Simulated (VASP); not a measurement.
# Zn (P6_3/mmc) in VASP: notebook, part 2 of 2

VASP 6.6.1. Earlier steps stand in the parts before.

### 3 Single point, PBE

INCAR

```
ALGO = Normal
EDIFF = 1E-7
ENCUT = 520
GGA = PE
ISIF = 2
ISMEAR = 1
LASPH = True
LCHARG = True
LELF = True
LREAL = False
LVHAR = True
LWAVE = False
NBANDS = 19
NELM = 100
PREC = Accurate
SIGMA = 0.01
```

KPOINTS

```
k-points
0
Gamma
  14 14 7
```

POSCAR

```
Zn
1.0
    2.6556370042      0.0000000000      0.0000000000
   -1.3278185021      2.2998491089      0.0000000000
    0.0000000000      0.0000000000      4.9624616040
Zn
2
Direct
    0.3333333333      0.6666666667      0.2500000000
    0.6666666667      0.3333333333      0.7500000000
```

Potentials or basis: VASP PAW PBE potentials, release 64 (Zn).

On the command line:

```console
$ cat potpaw_PBE.64/Zn/POTCAR > POTCAR
$ mpirun -np 1 vasp_std > vasp.out
```

OUTCAR:

```text
EDIFF = 1E-7
   ENCUT = 520
   GGA = PE
   ISIF = 2
   ISMEAR = 1
   LASPH = True
   LREAL = False
   NELM = 100
   PREC = Accurate

 ion  position               nearest neighbor table
   1  0.333  0.667  0.250-   2 2.92   2 2.92   2 2.92   2 2.92   2 2.92   2 2.92
   2  0.667  0.333  0.750-   1 2.92   1 2.92   1 2.92   1 2.92   1 2.92   1 2.92

  LATTYP: Found a hexagonal cell.
 ALAT       =     2.6556370042
 C/A-ratio  =     1.8686520771

  Lattice vectors:

 A1 = (   2.6556370042,   0.0000000000,   0.0000000000)
 A2 = (  -1.3278185021,   2.2998491089,   0.0000000000)
 A3 = (   0.0000000000,   0.0000000000,   4.9624616040)

Analysis of symmetry for initial positions (statically):
=====================================================================
 Subroutine PRICEL returns:
 Original cell was already a primitive cell.

 Routine SETGRP: Setting up the symmetry group for a
 hexagonal supercell.

 Subroutine GETGRP returns: Found 24 space group operations
 (whereof 12 operations were pure point group operations)
 out of a pool of 24 trial point group operations.

The static configuration has the point symmetry D_3d.
 The point group associated with its full space group is D_6h.

Analysis of symmetry for dynamics (positions and initial velocities):
=====================================================================
 Subroutine PRICEL returns:
 Original cell was already a primitive cell.

 Routine SETGRP: Setting up the symmetry group for a
 hexagonal supercell.

 Subroutine GETGRP returns: Found 24 space group operations
 (whereof 12 operations were pure point group operations)
 out of a pool of 24 trial point group operations.

The dynamic configuration has the point symmetry D_3d.
 The point group associated with its full space group is D_6h.

 Subroutine INISYM returns: Found 24 space group operations
 (whereof 12 operations are pure point group operations),
 and found     1 'primitive' translations

----------------------------------------------------------------------------------------

                                     Primitive cell

  volume of cell :      30.3086

  direct lattice vectors                    reciprocal lattice vectors
     2.655637004  0.000000000  0.000000000     0.376557488  0.217405567  0.000000000
    -1.327818502  2.299849109  0.000000000     0.000000000  0.434811134  0.000000000
     0.000000000  0.000000000  4.962461604     0.000000000  0.000000000  0.201512894

  length of vectors
     2.655637004  2.655637004  4.962461604     0.434811134  0.434811134  0.201512894

  position of ions in fractional coordinates (direct lattice)
     0.333333333  0.666666667  0.250000000
     0.666666667  0.333333333  0.750000000

  ion indices of the primitive-cell ions
   primitive index   ion index
                 1           1
                 2           2

----------------------------------------------------------------------------------------

 KPOINTS: k-points

Automatic generation of k-mesh.
 Grid dimensions read from file:
 generate k-points for:   14   14    7

 Generating k-lattice:

  Cartesian coordinates                     Fractional coordinates (reciprocal lattice)
     0.026896963  0.015528969  0.000000000     0.071428571  0.000000000  0.000000000
     0.000000000  0.031057938  0.000000000     0.000000000  0.071428571  0.000000000
     0.000000000  0.000000000  0.028787556     0.000000000  0.000000000  0.142857143

  Length of vectors
     0.031057938  0.031057938  0.028787556

  Shift w.r.t. Gamma in fractional coordinates (k-lattice)
     0.000000000  0.000000000  0.000000000

 Subroutine IBZKPT returns following result:
 ===========================================

 Found     96 irreducible k-points:

 Following reciprocal coordinates:
            Coordinates               Weight
  0.000000  0.000000  0.000000      1.000000
  0.071429  0.000000  0.000000      6.000000
  0.142857  0.000000  0.000000      6.000000
  0.214286 -0.000000  0.000000      6.000000
  0.285714  0.000000  0.000000      6.000000
  0.357143  0.000000  0.000000      6.000000
[... 16 lines left out ...]
  0.285714  0.285714  0.000000      6.000000
  0.357143  0.285714  0.000000      6.000000
 [... further k-points ...]
   k-points           NKPTS =     96   k-points in BZ     NKDIM =     96   number of bands    NBANDS=     19
   number of dos      NEDOS =    301   number of ions     NIONS =      2
   total plane-waves  NPLWV =  16000
   dimension x,y,z NGX =    20 NGY =   20 NGZ =   40
   dimension x,y,z NGXF=    40 NGYF=   40 NGZF=   80
   ions per type =               2
   NGX,Y,Z   is equivalent  to a cutoff of  12.52, 12.52, 13.40 a.u.
   NGXF,Y,Z  is equivalent  to a cutoff of  25.04, 25.04, 26.80 a.u.
 SYSTEM =  unknown system
   PREC   = accura    normal or accurate (medium, high low for compatibility)
   ISTART =      0    job   : 0-new  1-cont  2-samecut
   ICHARG =      2    charge: 1-file 2-atom 10-const
   ISPIN  =      1    spin polarized calculation?
   LNONCOLLINEAR =      F non collinear calculations
   LSORBIT =      F    spin-orbit coupling
   LASPH  =      T    aspherical Exc in radial PAW
   ENCUT  =  520.0 eV  38.22 Ry    6.18 a.u.   4.94  4.94  9.23*2*pi/ulx,y,z
   NELM   =    100;   NELMIN=  2; NELMDL= -5     # of ELM steps
   EDIFF  = 0.1E-06   stopping-criterion for ELM
   LREAL  =      F    real-space projection
   EDIFFG = 0.1E-05   stopping-criterion for IOM
   NSW    =      0    number of steps for IOM
   IBRION =     -1    ionic relax: 0-MD 1-quasi-New 2-CG
   NFREE  =      0    steps in history (QN), initial steepest desc. (CG)
   ISIF   =      2    stress and relaxation
   ISYM   =      2    0-nonsym 1-usesym 2-fastsym
   POTIM  = 0.5000    time-step for ionic-motion
   TEBEG  =    0.0;   TEEND  =   0.0 temperature during run
   PSTRESS=    0.0 pullay stress
   NELECT =      24.0000    total number of electrons
   NUPDOWN=      -1.0000    fix difference up-down
   EMIN   =  10.00;   EMAX   =-10.00  energy-range for DOS
   EFERMI =   0.00;   METHOD = LEGACY
   ISMEAR =     1;   SIGMA  =   0.01  broadening in eV -4-tet -1-fermi 0-gaus
   EFERMI_NEDOS =   21; number of points for ismear=-14 and -15
   IALGO  =     38    algorithm
   IMIX   =      4    mixing-type and parameters
     AMIX     =   0.40;   BMIX     =  1.00
     AMIX_MAG =   1.60;   BMIX_MAG =  1.00
  volume/ion in A,a.u.               =      15.15       102.27
  Fermi-wavevector in a.u.,A,eV,Ry     =   1.514573  2.862128 31.210826  2.293931
  Thomas-Fermi vector in A             =   2.624212
   LORBIT       =      0    0 simple, 1 ext, 2 COOP (PROOUT), +10 PAW based schemes
   GGA     = PE    functional components
   LHFCALC =     F    Hartree Fock is set to
   AEXX    =    0.0000 exact exchange contribution
   IVDW    =     0    specifies the selected vdW correction
   LEPSILON=     F    determine dielectric tensor
   LRPA    =     F    only Hartree local field effects (RPA)
 non-spin polarized calculation
 Methfessel and Paxton  Order N= 1 SIGMA  =   0.01
  energy-cutoff  :      520.00
  volume of cell :       30.31
 maximum number of plane-waves:       837
 NGX is ok and might be reduce to    20
   NGX =  9   NGY =  9   NGZ = 19

 number of electron      24.0000020 magnetization

 Free energy of the ion-electron system (eV)
  ---------------------------------------------------
  ext. energy  EPLUGINS =         0.00000000
  ---------------------------------------------------
  free energy    TOTEN  =        -2.20321026 eV

  energy without entropy =       -2.20312984  energy(sigma->0) =       -2.20318346

 E-fermi :   3.0590     XC(G=0): -11.5701

 val. band max:        3.0587059648   @ k =   0.2143   0.1429   0.0000
 cond. band min:       3.0609020581   @ k =   0.2143   0.2143   0.0000
 fundamental gap:      0.0021960932
 Fermi energy:         3.0589735061

 k-point     1 :       0.0000    0.0000    0.0000
  band No.  band energies     occupation
      1      -7.2955      2.00000
      2      -5.5026      2.00000
      3      -4.7984      2.00000
      4      -4.5600      2.00000
      5      -4.5600      2.00000
      6      -4.5113      2.00000
[... 11 lines left out ...]
     18      22.3798      0.00000
     19      22.3807      0.00000

 k-point     2 :       0.0714    0.0000    0.0000
  band No.  band energies     occupation
      1      -7.1430      2.00000
      2      -5.4357      2.00000
      3      -4.7825      2.00000
      4      -4.5752      2.00000
      5      -4.5276      2.00000
      6      -4.5240      2.00000
[... 476 lines left out ...]
 k-point    24 :       0.3571    0.2857    0.0000
  band No.  band energies     occupation
      1      -4.9157      2.00000
      2      -4.8004      2.00000
      3      -4.7379      2.00000
      4      -4.5714      2.00000
      5      -4.5694      2.00000
      6      -4.5603      2.00000
[... 11 lines left out ...]
     18      10.3653      0.00000
     19      12.3256      0.00000

 [... further k-points ...]
[... 5 lines left out ...]
  --------------------------------------------------------------------------------------
  -------------------------------------------------------------------------------------
  Total        0.2332969      0.2332969     -0.2341150     -0.0000000     -0.0000000      0.0000000
  in kB       12.3325899     12.3325899    -12.3758390     -0.0000000     -0.0000000      0.0000000
  external PRESSURE =       4.0964470 kB  Pullay stress =       0.0000000 kB

 VOLUME and BASIS-vectors are now :
 -----------------------------------------------------------------------------
  energy-cutoff  :      520.00
  volume of cell :       30.31
      direct lattice vectors                 reciprocal lattice vectors
     2.655637004  0.000000000  0.000000000     0.376557488  0.217405567  0.000000000
    -1.327818502  2.299849109  0.000000000     0.000000000  0.434811134  0.000000000
     0.000000000  0.000000000  4.962461604     0.000000000  0.000000000  0.201512894

 POSITION                                       TOTAL-FORCE (eV/Angst)
 -----------------------------------------------------------------------------------
     -0.00000      1.53323      1.24062         0.000000      0.000000      0.000000
      1.32782      0.76662      3.72185        -0.000000      0.000000      0.000000
 -----------------------------------------------------------------------------------
    total drift:                               -0.000000      0.000000      0.000000

  FREE ENERGIE OF THE ION-ELECTRON SYSTEM (eV)
  ---------------------------------------------------
  free  energy   TOTEN  =        -2.2032102649 eV

  energy  without entropy=       -2.2031298426  energy(sigma->0) =       -2.20318346
```

OSZICAR:

```text
N       E                     dE             d eps       ncg     rms          rms(c)
DAV:   1     0.112900357786E+03    0.11290E+03   -0.12239E+04  3760   0.200E+03
DAV:   2     0.275596890691E+01   -0.11014E+03   -0.10689E+03  3675   0.297E+02
DAV:   3    -0.238450078561E+01   -0.51405E+01   -0.51204E+01  4168   0.704E+01
DAV:   4    -0.241418693504E+01   -0.29686E-01   -0.29676E-01  4006   0.559E+00
DAV:   5    -0.241422427681E+01   -0.37342E-04   -0.37342E-04  3994   0.179E-01    0.402E+00
DAV:   6    -0.221661449857E+01    0.19761E+00   -0.77676E-01  4044   0.186E+01    0.302E+00
DAV:   7    -0.220759210402E+01    0.90224E-02   -0.26798E-02  4547   0.274E+00    0.156E+00
DAV:   8    -0.220320065260E+01    0.43915E-02   -0.17763E-03  4991   0.637E-01    0.477E-02
DAV:   9    -0.220320721486E+01   -0.65623E-05   -0.22246E-04  4883   0.192E-01    0.343E-02
DAV:  10    -0.220321087719E+01   -0.36623E-05   -0.19189E-05  3896   0.479E-02    0.750E-03
DAV:  11    -0.220321055506E+01    0.32213E-06   -0.33088E-07  4174   0.943E-03    0.229E-03
DAV:  12    -0.220321034814E+01    0.20692E-06   -0.54548E-08  2173   0.394E-03    0.360E-04
DAV:  13    -0.220321026487E+01    0.83264E-07   -0.13294E-08  2049   0.114E-03
   1 F= -.22032103E+01 E0= -.22031835E+01  d E =-.804223E-04
```

stdout:

```text
POSCAR found type information on POSCAR Zn
 POSCAR found :  1 types and       2 ions
 scaLAPACK will be used
 LDA part: xc-table for (Slater+PW92), standard interpolation
 POSCAR, INCAR and KPOINTS ok, starting setup
 FFT: planning ... GRIDC
 FFT: planning ... GRID_SOFT
 FFT: planning ... GRID
 WAVECAR not read
 entering main loop
```

Wall time 74 s (1 thread of AMD EPYC 7R13, shared host); peak memory 0.14 GiB.

Results:

| Item | Value |
| --- | --- |
| Free energy | -2.2032 eV |
| Pressure | 0.4 GPa |
| Band gap on the k mesh | zero (bands 12 and 13 overlap by 4.57 eV) |

Levels at points of the mesh, in eV from the Fermi level:
| k point | band 9 | band 10 | band 11 | band 12 | band 13 | band 14 | band 15 | band 16 |
| --- | --- | --- | --- | --- | --- | --- | --- | --- |
| (0.00, 0.00, 0.00) | -7.23 | -7.03 | -7.03 | -3.60 | -3.04 | 13.51 | 17.19 | 17.69 |
| (0.50, 0.00, 0.00) | -6.84 | -6.82 | -2.75 | -2.06 | 2.67 | 3.63 | 4.15 | 5.78 |

### 4 Single point, PBE

INCAR

```
PREC = Accurate
ENCUT = 520
EDIFF = 1E-6
ISMEAR = 1
SIGMA = 0.1
LREAL = F
LASPH = T
NELM = 80
ALGO = Normal
ISIF = 2
LWAVE = F
LCHARG = T
GGA = PE
LELF = T
LVHAR = T
NBANDS = 19
```

KPOINTS

```
regular mesh
0
Gamma
  14 14 7
```

POSCAR is that of step 3.

On the command line:

```console
$ cat potpaw_PBE.64/Zn/POTCAR > POTCAR
$ mpirun -np 1 vasp_std > vasp.out
```

Run time: 65 s. Hardware: 1 thread of AMD EPYC 7R13, shared host; peak memory 0.14 GiB.

Results (log left out):

| Quantity | Value |
| --- | --- |
| Free energy | -2.2039 eV |
| Pressure | 0.4 GPa |
| Band gap on the k mesh | zero (bands 12 and 13 overlap by 4.57 eV) |

Stress tensor (GPa, compression positive):
```
 1.14  0.00  0.00
 0.00  1.14  0.00
 0.00  0.00 -1.02
```

Levels at points of the mesh, in eV from the Fermi level:
```csv
k point,band 9,band 10,band 11,band 12,band 13,band 14,band 15,band 16
"(0.00, 0.00, 0.00)",-7.25,-7.05,-7.05,-3.62,-3.05,13.49,17.17,17.67
"(0.50, 0.00, 0.00)",-6.86,-6.84,-2.77,-2.08,2.65,3.61,4.13,5.76
```

### 5 Overview

```csv
smearing,gap on the mesh (eV),pressure (GPa)
methfessel-paxton 1 eV,none,0.5
methfessel-paxton 0.01 eV,none,0.4
methfessel-paxton 0.1 eV,none,0.4
```

Alike in all rows: task single point; level PBE; potentials or basis VASP PAW PBE potentials, release 64 (Zn); no spin polarisation; cell as given; k mesh 14 × 14 × 7; cutoff (eV) 520.

Caveats: so wide a smearing shifts energies and pressures (at least some runs).

Total energies depend on the potentials used, so only differences within one code and one set of settings carry meaning.
